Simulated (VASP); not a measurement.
# BN: single point with PBE+D4

Crystal: BN.

```
B N
1.0
     2.49824    0.00000    0.00000
    -1.24912    2.16354    0.00000
     0.00000    0.00000    6.63570
B N
2 2
Direct
  0.33333 0.66667 0.25000
  0.66667 0.33333 0.75000
  0.33333 0.66667 0.79500
  0.66667 0.33333 0.25000
```

```yaml
Program: VASP 6.6.1
Task: single point
Functional: PBE
Dispersion: D4
Potentials_or_basis: VASP PAW PBE potentials, release 64 (B, N)
Cutoff: 600 eV
k_mesh: 6 × 6 × 2
Occupations: gaussian, width 0.01 eV
Spin: no spin polarisation
```

* Pressure: -0.4 GPa
* Largest force: 4.140 eV/Å
* Band gap on the k mesh: 3.83 eV, indirect (least direct gap 4.18 eV)
* Dispersion energy per atom: -0.162 eV

Forces in eV/Å, atoms in the order of the input:
```
B    0.000  0.000 -0.220
B    0.000  0.000  4.011
N    0.000  0.000 -4.140
N    0.000  0.000  0.349
```

Stress tensor (GPa, compression positive):
```
 2.58  0.00  0.00
 0.00  2.58  0.00
 0.00  0.00 -6.35
```

Levels at points of the mesh, in eV from the valence-band top:
| k point | band 6 | band 7 | band 8 | band 9 | band 10 | band 11 |
| --- | --- | --- | --- | --- | --- | --- |
| (0.00, 0.00, 0.00) | -1.30 | -0.73 | -0.73 | 4.17 | 10.67 | 11.52 |
| (0.50, 0.00, 0.00) | -3.53 | -1.52 | -0.44 | 3.83 | 5.36 | 9.43 |
| (0.00, 0.00, 0.50) | -1.30 | -0.73 | -0.73 | 5.60 | 8.59 | 11.54 |
| (0.50, 0.00, 0.50) | -3.53 | -1.06 | -0.85 | 4.02 | 4.76 | 9.76 |

It took 8.2 s on 1 thread of Intel(R) Xeon(R) Platinum 8375C CPU @ 2.90GHz (Ice Lake), on a shared host, peak memory 0.15 GiB.

Caveat: the k points lie up to 0.48 Å⁻¹ apart; forces of over 1 eV/Å act on the atoms, so gaps and moduli don't describe the material at rest. A k mesh can miss the band edges.
